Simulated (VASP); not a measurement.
# Au (P1) in VASP: single point with PBE

Aim: the single point of Au with PBE.

Program: VASP 6.6.1. These are calculated values, not measurements. Logs are shortened: lines on timing, memory, paths and dates and some standing lists are left out, and cuts for length are marked.

### 1 The cell of the first run

The typed cell holds 4 atoms: a = 5.800 Å, b = 2.900 Å, c = 4.880 Å, α = 90.00°, β = 90.00°, γ = 120.00°.

### 2 Single point, PBE

File INCAR:

```
ALGO = Normal ; EDIFF = 1E-7
ENCUT = 520 ; GGA = PE
ISIF = 2 ; ISMEAR = -1
LASPH = T ; LCHARG = T
LELF = T ; LREAL = F
LVHAR = T ; LWAVE = F
NBANDS = 30 ; NELM = 60
PREC = Accurate ; SIGMA = 0.08
```

File KPOINTS:

```
k-points
0
Gamma
  4 7 4
```

File POSCAR:

```
Au
1.0
    5.8000000000      0.0000000000      0.0000000000
   -1.4500000000      2.5114736710      0.0000000000
    0.0000000000      0.0000000000      4.8800000000
Au
4
Direct
    0.1535034646      0.6666966169      0.7431348361
    0.6652949298      0.6893514433      0.7467155738
    0.3412038936      0.2930693674      0.2788715164
    0.8335962927      0.3490934467      0.2359899590
```

Potentials or basis: VASP PAW PBE potentials, release 64 (Au).

Run with:

```sh
$ cat potpaw_PBE.64/Au/POTCAR > POTCAR
$ mpirun -np 1 vasp_std > vasp.out
```

OUTCAR:

```text
EDIFF = 1E-7
   ENCUT = 520
   GGA = PE
   ISIF = 2
   ISMEAR = -1
   LASPH = T
   LREAL = F
   NELM = 60
   PREC = Accurate

 ion  position               nearest neighbor table
   1  0.154  0.667  0.743-   3 2.76   2 2.83   2 2.87   4 2.89   2 2.94   3 2.94   4 2.95   2 2.97
                             3 3.06   3 3.22
   2  0.665  0.689  0.747-   3 2.81   1 2.83   1 2.87   4 2.91   4 2.93   1 2.94   1 2.97   4 2.99
                             4 3.02   3 3.07
   3  0.341  0.293  0.279-   1 2.76   4 2.79   2 2.81   4 2.85   1 2.94   4 2.97   4 3.04   1 3.06
                             2 3.07   1 3.22
   4  0.834  0.349  0.236-   3 2.79   3 2.85   1 2.89   2 2.91   2 2.93   1 2.95   3 2.97   2 2.99
                             2 3.02   3 3.04

  Warning from LATTYP: Monoclinic adjustment (A1->A3, A2->A1, A3->A2)!
  LATTYP: Found a simple orthorhombic cell.
 ALAT       =     2.9000000000
 B/A-ratio  =     1.6827586207
 C/A-ratio  =     1.7320508076

  Lattice vectors:

 A1 = (  -1.4500000000,   2.5114736710,   0.0000000000)
 A2 = (   0.0000000000,   0.0000000000,   4.8800000000)
 A3 = (   4.3500000000,   2.5114736710,   0.0000000000)

Analysis of symmetry for initial positions (statically):
=====================================================================
 Subroutine PRICEL returns:
 Original cell was already a primitive cell.

 Routine SETGRP: Setting up the symmetry group for a
 simple orthorhombic supercell.

 Subroutine GETGRP returns: Found  1 space group operations
 (whereof  1 operations were pure point group operations)
 out of a pool of  8 trial point group operations.

The static configuration has the point symmetry C_1 .

Analysis of symmetry for dynamics (positions and initial velocities):
=====================================================================
 Subroutine PRICEL returns:
 Original cell was already a primitive cell.

 Routine SETGRP: Setting up the symmetry group for a
 simple orthorhombic supercell.

 Subroutine GETGRP returns: Found  1 space group operations
 (whereof  1 operations were pure point group operations)
 out of a pool of  8 trial point group operations.

The dynamic configuration has the point symmetry C_1 .

 Subroutine INISYM returns: Found  1 space group operations
 (whereof  1 operations are pure point group operations),
 and found     1 'primitive' translations

----------------------------------------------------------------------------------------

                                     Primitive cell

  volume of cell :      71.0848

  direct lattice vectors                    reciprocal lattice vectors
     5.800000000  0.000000000  0.000000000     0.172413793  0.099543150  0.000000000
    -1.450000000  2.511473671  0.000000000     0.000000000  0.398172599  0.000000000
     0.000000000  0.000000000  4.880000000     0.000000000  0.000000000  0.204918033

  length of vectors
     5.800000000  2.900000000  4.880000000     0.199086300  0.398172599  0.204918033

  position of ions in fractional coordinates (direct lattice)
     0.153503465  0.666696617  0.743134836
     0.665294930  0.689351443  0.746715574
     0.341203894  0.293069367  0.278871516
     0.833596293  0.349093447  0.235989959

  ion indices of the primitive-cell ions
   primitive index   ion index
                 1           1
                 2           2
                 3           3
                 4           4

----------------------------------------------------------------------------------------

 KPOINTS: k-points

Automatic generation of k-mesh.
 Grid dimensions read from file:
 generate k-points for:    4    7    4

 Generating k-lattice:

  Cartesian coordinates                     Fractional coordinates (reciprocal lattice)
     0.043103448  0.024885787  0.000000000     0.250000000  0.000000000  0.000000000
     0.000000000  0.056881800  0.000000000     0.000000000  0.142857143  0.000000000
     0.000000000  0.000000000  0.051229508     0.000000000  0.000000000  0.250000000

  Length of vectors
     0.049771575  0.056881800  0.051229508

  Shift w.r.t. Gamma in fractional coordinates (k-lattice)
     0.000000000  0.000000000  0.000000000

 -----------------------------------------------------------------------------
|                                                                             |
|           W    W    AA    RRRRR   N    N  II  N    N   GGGG   !!!           |
|           W    W   A  A   R    R  NN   N  II  NN   N  G    G  !!!           |
|           W    W  A    A  R    R  N N  N  II  N N  N  G       !!!           |
|           W WW W  AAAAAA  RRRRR   N  N N  II  N  N N  G  GGG   !            |
|           WW  WW  A    A  R   R   N   NN  II  N   NN  G    G                |
|           W    W  A    A  R    R  N    N  II  N    N   GGGG   !!!           |
|                                                                             |
|     Your reciprocal lattice and k-lattice belong to different lattice       |
|     classes:                                                                |
|                                                                             |
|        The reciprocal lattice is simple orthorhombic,                       |
|        whereas your k-lattice is simple monoclinic.                         |
|                                                                             |
|     Results are often still useful ...                                      |
|                                                                             |
 -----------------------------------------------------------------------------

 WARNING: IBZKPT: internal override: KBLOWUP is changed to .FALSE.
      ... skipping the blow-up phase ...

 Subroutine IBZKPT returns following result:
 ===========================================

 Found     58 irreducible k-points:

 Following reciprocal coordinates:
            Coordinates               Weight
  0.000000  0.000000  0.000000      1.000000
  0.250000  0.000000  0.000000      2.000000
  0.500000  0.000000  0.000000      1.000000
  0.000000  0.142857  0.000000      2.000000
  0.250000  0.142857  0.000000      2.000000
  0.500000  0.142857  0.000000      2.000000
[... 16 lines left out ...]
 -0.250000  0.142857  0.250000      2.000000
  0.000000  0.285714  0.250000      2.000000
 [... further k-points ...]
   k-points           NKPTS =     58   k-points in BZ     NKDIM =     58   number of bands    NBANDS=     30
   number of dos      NEDOS =    301   number of ions     NIONS =      4
   total plane-waves  NPLWV =  41472
   dimension x,y,z NGX =    48 NGY =   24 NGZ =   36
   dimension x,y,z NGXF=    96 NGYF=   48 NGZF=   72
   ions per type =               4
   NGX,Y,Z   is equivalent  to a cutoff of  13.76, 13.76, 12.26 a.u.
   NGXF,Y,Z  is equivalent  to a cutoff of  27.52, 27.52, 24.53 a.u.
 SYSTEM =  unknown system
   PREC   = accura    normal or accurate (medium, high low for compatibility)
   ISTART =      0    job   : 0-new  1-cont  2-samecut
   ICHARG =      2    charge: 1-file 2-atom 10-const
   ISPIN  =      1    spin polarized calculation?
   LNONCOLLINEAR =      F non collinear calculations
   LSORBIT =      F    spin-orbit coupling
   LASPH  =      T    aspherical Exc in radial PAW
   ENCUT  =  520.0 eV  38.22 Ry    6.18 a.u.  10.78  5.39  9.07*2*pi/ulx,y,z
   NELM   =     60;   NELMIN=  2; NELMDL= -5     # of ELM steps
   EDIFF  = 0.1E-06   stopping-criterion for ELM
   LREAL  =      F    real-space projection
   EDIFFG = 0.1E-05   stopping-criterion for IOM
   NSW    =      0    number of steps for IOM
   IBRION =     -1    ionic relax: 0-MD 1-quasi-New 2-CG
   NFREE  =      0    steps in history (QN), initial steepest desc. (CG)
   ISIF   =      2    stress and relaxation
   ISYM   =      2    0-nonsym 1-usesym 2-fastsym
   POTIM  = 0.5000    time-step for ionic-motion
   TEBEG  =    0.0;   TEEND  =   0.0 temperature during run
   PSTRESS=    0.0 pullay stress
   NELECT =      44.0000    total number of electrons
   NUPDOWN=      -1.0000    fix difference up-down
   EMIN   =  10.00;   EMAX   =-10.00  energy-range for DOS
   EFERMI =   0.00;   METHOD = LEGACY
   ISMEAR =    -1;   SIGMA  =   0.08  broadening in eV -4-tet -1-fermi 0-gaus
   EFERMI_NEDOS =   21; number of points for ismear=-14 and -15
   IALGO  =     38    algorithm
   IMIX   =      4    mixing-type and parameters
     AMIX     =   0.40;   BMIX     =  1.00
     AMIX_MAG =   1.60;   BMIX_MAG =  1.00
  volume/ion in A,a.u.               =      17.77       119.93
  Fermi-wavevector in a.u.,A,eV,Ry     =   1.395191  2.636528 26.484517  1.946557
  Thomas-Fermi vector in A             =   2.518667
   LORBIT       =      0    0 simple, 1 ext, 2 COOP (PROOUT), +10 PAW based schemes
   GGA     = PE    functional components
   LHFCALC =     F    Hartree Fock is set to
   AEXX    =    0.0000 exact exchange contribution
   IVDW    =     0    specifies the selected vdW correction
   LEPSILON=     F    determine dielectric tensor
   LRPA    =     F    only Hartree local field effects (RPA)
 non-spin polarized calculation
  energy-cutoff  :      520.00
  volume of cell :       71.08
 maximum number of plane-waves:      1938
 NGX is ok and might be reduce to    48
   NGX = 21   NGY = 11   NGZ = 19

 number of electron      44.0000001 magnetization

 Free energy of the ion-electron system (eV)
  ---------------------------------------------------
  ext. energy  EPLUGINS =         0.00000000
  ---------------------------------------------------
  free energy    TOTEN  =       -12.76975141 eV

  energy without entropy =      -12.73475560  energy(sigma->0) =      -12.75225351

 E-fermi :   8.7547     XC(G=0): -12.4572

 val. band max:        8.7417040298   @ k =   0.0000  -0.4286   0.2500
 cond. band min:       8.7674155908   @ k =   0.0000   0.2857   0.2500
 fundamental gap:      0.0257115610
 Fermi energy:         8.7546519351

 k-point     1 :       0.0000    0.0000    0.0000
  band No.  band energies     occupation
      1      -0.6462      2.00000
      2       1.7498      2.00000
      3       2.2795      2.00000
      4       2.3727      2.00000
      5       2.8119      2.00000
      6       4.0888      2.00000
[... 22 lines left out ...]
     29      19.2018      0.00000
     30      19.9233      0.00000
[... 728 lines left out ...]
  band No.  band energies     occupation
      1       1.6450      2.00000
      2       2.6495      2.00000
      3       2.8014      2.00000
      4       3.0530      2.00000
      5       3.2596      2.00000
      6       3.4387      2.00000
[... 22 lines left out ...]
     29      17.8879      0.00000
     30      19.2048      0.00000

 [... further k-points ...]
[... 5 lines left out ...]
  --------------------------------------------------------------------------------------
  -------------------------------------------------------------------------------------
  Total        1.3648451      1.0687500      1.7190525     -0.4220286     -0.2067657      0.0465883
  in kB       30.7622079     24.0885285     38.7456797     -9.5120924     -4.6602874      1.0500522
  external PRESSURE =      31.1988054 kB  Pullay stress =       0.0000000 kB

 VOLUME and BASIS-vectors are now :
 -----------------------------------------------------------------------------
  energy-cutoff  :      520.00
  volume of cell :       71.08
      direct lattice vectors                 reciprocal lattice vectors
     5.800000000  0.000000000  0.000000000     0.172413793  0.099543150  0.000000000
    -1.450000000  2.511473671  0.000000000     0.000000000  0.398172599  0.000000000
     0.000000000  0.000000000  4.880000000     0.000000000  0.000000000  0.204918033

 POSITION                                       TOTAL-FORCE (eV/Angst)
 -----------------------------------------------------------------------------------
     -0.07639      1.67439      3.62650         0.263756      0.053540      0.611901
      2.85915      1.73129      3.64397        -0.202472     -0.115055      0.208011
      1.55403      0.73604      1.36089        -0.356438      0.191523     -0.877273
      4.32867      0.87674      1.15163         0.295154     -0.130009      0.057361
 -----------------------------------------------------------------------------------
    total drift:                                0.000003      0.000014     -0.000005

  FREE ENERGIE OF THE ION-ELECTRON SYSTEM (eV)
  ---------------------------------------------------
  free  energy   TOTEN  =       -12.7697514095 eV

  energy  without entropy=      -12.7347556022  energy(sigma->0) =      -12.75225351
```

It took 2 min on 1 thread of Intel Xeon Platinum 8488C (Sapphire Rapids), shared host; peak memory 0.24 GiB.

What came out:

```yaml
Free_energy: -12.7698 eV
Pressure: 3.1 GPa
Largest_force: 0.966 eV/Å
Band_gap_on_the_k_mesh: zero (bands 22 and 23 overlap by 3.58 eV)
```

Forces in eV/Å, atoms in the order of the input:
```
Au   0.264  0.054  0.612
Au  -0.202 -0.115  0.208
Au  -0.356  0.192 -0.877
Au   0.295 -0.130  0.057
```

Caveat: the cell stands under pressure; spin-orbit coupling is left out, which moves the levels of the heavy elements.
